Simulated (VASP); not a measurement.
The system is GaAs3.

```xyz
4
Lattice="4.6870 0.0000 0.0000 0.0000 4.6870 0.0000 0.0000 0.0000 4.6870" Properties=species:S:1:pos:R:3 pbc="T T T"
Ga    2.3435    2.3435    2.3435
As    0.0000    2.3435    2.3435
As    2.3435    0.0000    2.3435
As    2.3435    2.3435    0.0000
```

The cell was generated, and may not be a known phase.

* Program: VASP 6.6.1
* Task: relaxation of cell and atoms
* Functional: PBE
* Potentials or basis: VASP PAW PBE potentials, release 64 (Ga_d, As)
* Cutoff: 600 eV
* k mesh: 4 × 4 × 4
* Occupations: gaussian, width 0.1 eV
* Spin: no spin polarisation

At the start: pressure 11.4 GPa; volume 25.74 Å³/atom.

**Question.** How do energy, volume and symmetry change on relaxing?

**Answer.** Over 3 steps the energy falls by 156.8 meV/atom and the volume is 30.90 Å³/atom (+20.0 %); space group Pm-3m (No. 221, to 0.1 Å) before and after.

Step by step:
```tsv
step	energy change (eV)	largest force (eV/Å)	pressure (GPa)	volume (Å³)
1	0.0000	0.0000	11.41	102.97
2	-0.5555	0.0000	-2.44	132.78
3	-0.6272	0.0000	0.11	123.59
```

Final structure:
```
Ga As
1.0
     4.98119    0.00000    0.00000
     0.00000    4.98119    0.00000
     0.00000    0.00000    4.98119
Ga As
1 3
Cartesian
  2.4906 2.4906 2.4906
  0.0000 2.4906 2.4906
  2.4906 0.0000 2.4906
  2.4906 2.4906 0.0000
```

Caveat: the volume moved by over 15 % at a fixed basis, so the end points are rough.
